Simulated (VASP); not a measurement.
Wanted: the native input for a VASP 6.6.1 run.

```yaml
Task: single point
Functional: PBEsol
Potentials_or_basis: VASP PAW PBE potentials, release 64 (O, Zn, Mg)
Cutoff: 520 eV
k_mesh: 1 × 1 × 1, shifted
Occupations: fermi-dirac, width 0.05 eV
Spin: no spin polarisation
Dipole_correction: no
Further_INCAR_settings: LREAL = Auto; ALGO = Normal; EDIFF = 1e-06; NBANDS = 346
```

The structure of Mg15ZnO16 lies in POSCAR:

```
Mg15ZnO16
1.0
    0.0000000000      8.4350109781      8.4350109781
    8.4350109781      0.0000000000      8.4350109781
    8.4350109781      8.4350109781      0.0000000000
O Zn Mg
64 4 60
Direct
    0.3735120000      0.1265880000      0.1267640000
    0.8749670000      0.1251610000      0.1251380000
    0.1247920000      0.3752730000      0.3750730000
    0.3747800000      0.6249760000      0.1252830000
    0.3735110000      0.1265140000      0.6234640000
    0.6235610000      0.3767090000      0.3764240000
    0.8750570000      0.6249490000      0.1251650000
    0.8750770000      0.1251920000      0.6249730000
    0.1250040000      0.8749020000      0.3753550000
    0.1249490000      0.3753230000      0.8749450000
    0.3748080000      0.6251470000      0.6250750000
    0.6248640000      0.8748760000      0.3752710000
    0.6248790000      0.3752760000      0.8749700000
    0.8750790000      0.6249940000      0.6249770000
    0.1263040000      0.8735470000      0.8735600000
    0.6273720000      0.8726550000      0.8750470000
    0.1249010000      0.3752960000      0.1251230000
    0.3747400000      0.1252490000      0.3751040000
    0.6234420000      0.3765960000      0.1236450000
    0.8764950000      0.1237660000      0.3764860000
    0.1262150000      0.8736220000      0.1266490000
    0.1247950000      0.3752880000      0.6249030000
    0.3749540000      0.6249860000      0.3753030000
    0.6263400000      0.8736450000      0.1267160000
    0.3727380000      0.1274740000      0.8750100000
    0.6248800000      0.3753620000      0.6250250000
    0.8751070000      0.6248160000      0.3751830000
    0.8736990000      0.1264740000      0.8735300000
    0.1249880000      0.8750090000      0.6251580000
    0.3748640000      0.6249800000      0.8750350000
    0.6263250000      0.8735160000      0.6236070000
    0.8750420000      0.6250640000      0.8750180000
    0.1248830000      0.1251010000      0.3752340000
    0.3747400000      0.3752960000      0.1250550000
    0.6234340000      0.1235980000      0.3767880000
    0.8764110000      0.3766460000      0.1237520000
    0.1248110000      0.6249040000      0.3753260000
    0.3736670000      0.8738720000      0.1262650000
    0.1267330000      0.1264480000      0.8735700000
    0.3750160000      0.3749500000      0.6250990000
    0.6248010000      0.6250010000      0.3753270000
    0.8736540000      0.8735380000      0.1264470000
    0.6262210000      0.1264360000      0.8737930000
    0.8750000000      0.3753070000      0.6248930000
    0.1250150000      0.6251360000      0.8749730000
    0.3749570000      0.8750950000      0.6251440000
    0.6248120000      0.6254420000      0.8748690000
    0.8747650000      0.8750790000      0.6252110000
    0.1248700000      0.1251000000      0.1251100000
    0.6252070000      0.1250130000      0.1251310000
    0.1246730000      0.6253200000      0.1251120000
    0.1248160000      0.1250290000      0.6253110000
    0.3751490000      0.3750490000      0.3749760000
    0.6249000000      0.6251120000      0.1251790000
    0.6264170000      0.1265930000      0.6235140000
    0.8749240000      0.3751320000      0.3749440000
    0.1249890000      0.6250350000      0.6251180000
    0.3749830000      0.8752030000      0.3748910000
    0.3749240000      0.3748950000      0.8751780000
    0.6249190000      0.6249780000      0.6250780000
    0.8749630000      0.8754320000      0.3746890000
    0.8750090000      0.3747770000      0.8753920000
    0.3731840000      0.8738220000      0.8765980000
    0.8748160000      0.8752490000      0.8752800000
    0.0008020000      0.9990830000      0.9993000000
    0.4998070000      0.9999630000      0.0005760000
    0.7490820000      0.2509780000      0.2510300000
    0.4998340000      0.0001590000      0.7497050000
    0.0005390000      0.5006630000      0.9993700000
    0.0004360000      0.9995950000      0.5007450000
    0.2493160000      0.2506670000      0.2507360000
    0.4993910000      0.5007730000      0.9994030000
    0.4993220000      0.9995570000      0.5008450000
    0.9999370000      0.5000760000      0.5001860000
    0.2498910000      0.7489430000      0.2513150000
    0.2501680000      0.2510960000      0.7489020000
    0.4993370000      0.5006320000      0.5007850000
    0.7498400000      0.7489990000      0.2512830000
    0.7499640000      0.2512660000      0.7489390000
    0.2504880000      0.7495770000      0.7495110000
    0.7502170000      0.7498210000      0.7494790000
    0.9997900000      0.0003180000      0.2498260000
    0.2495950000      0.2503890000      0.0007120000
    0.5000600000      0.0001530000      0.2498560000
    0.7502540000      0.2498150000      0.0003900000
    0.9999730000      0.5001020000      0.2499060000
    0.2490620000      0.7496690000      0.0009140000
    0.9998250000      0.0001650000      0.7502700000
    0.2493680000      0.2506560000      0.4995110000
    0.5002170000      0.4999530000      0.2499290000
    0.7502400000      0.7497610000      0.0007860000
    0.7506670000      0.2505600000      0.4992920000
    0.9999500000      0.4999990000      0.7501720000
    0.2498290000      0.7501430000      0.5000430000
    0.5000170000      0.4998840000      0.7502410000
    0.7504290000      0.7497040000      0.4993860000
    0.9998230000      0.2498360000      0.0003460000
    0.2500520000      0.0002010000      0.2498670000
    0.4999800000      0.2498050000      0.0001720000
    0.7501830000      0.0004010000      0.2498600000
    0.9997420000      0.7504330000      0.0000870000
    0.9998670000      0.2498810000      0.5002360000
    0.2500930000      0.5000970000      0.2500430000
    0.4998180000      0.7508070000      0.9997630000
    0.2499610000      0.0001960000      0.7502880000
    0.5001580000      0.2497220000      0.5001020000
    0.7500550000      0.4998790000      0.2499310000
    0.7492260000      0.0001870000      0.7504530000
    0.9998390000      0.7502520000      0.5001060000
    0.2498640000      0.4998760000      0.7502540000
    0.5000190000      0.7502610000      0.4999320000
    0.7498480000      0.5001240000      0.7502440000
    0.2502100000      0.0001850000      0.9997090000
    0.7499440000      0.0001550000      0.0000880000
    0.9997380000      0.2499600000      0.2500720000
    0.2500240000      0.4999660000      0.0001000000
    0.2499830000      0.0002290000      0.4999900000
    0.5002040000      0.2500600000      0.2500360000
    0.7499430000      0.4999000000      0.0002890000
    0.7497890000      0.0003830000      0.5000620000
    0.9998970000      0.7505130000      0.2498250000
    0.9999210000      0.2496800000      0.7505730000
    0.2500010000      0.5000080000      0.5001050000
    0.4999410000      0.7503220000      0.2498500000
    0.5000310000      0.2492590000      0.7504930000
    0.7498510000      0.4999950000      0.5002300000
    0.9997140000      0.7501870000      0.7501370000
    0.4999250000      0.7503860000      0.7500740000
```

These files were run (other wordings do the same):

INCAR

```
SYSTEM = Mg15ZnO16
ALGO = Normal
EDIFF = 1E-6
ENCUT = 520
GGA = PS
ISIF = 2
ISMEAR = -1
LASPH = .TRUE.
LCHARG = .TRUE.
LELF = .TRUE.
LREAL = Auto
LUSENCCL = .FALSE.
LVHAR = .TRUE.
LWAVE = .FALSE.
NBANDS = 346
NELM = 100
PREC = Accurate
SIGMA = 0.05
```

KPOINTS

```
Automatic mesh
0
Gamma
  1 1 1
  0.5 0.5 0.5
```

Potentials or basis: VASP PAW PBE potentials, release 64 (O, Zn, Mg).

Launch:

```console
$ cat potpaw_PBE.64/O/POTCAR potpaw_PBE.64/Zn/POTCAR potpaw_PBE.64/Mg/POTCAR > POTCAR
$ mpirun -np 1 vasp_std > vasp.out
```

It gave:

```
Pressure               : -0.4 GPa
Largest force          : 0.086 eV/Å
Band gap on the k mesh : 4.74 eV
```

Caveat: the k points lie up to 0.65 Å⁻¹ apart; the PAW data sets were made with another functional, which shifts forces and pressure a little; a shifted mesh leaves out Γ, where band edges can lie.

It took 5.9 min on 1 × NVIDIA H100 80GB with 1 thread of AMD EPYC 7R13 Processor (Zen 3) (shared host), peak memory 2.6 GiB.
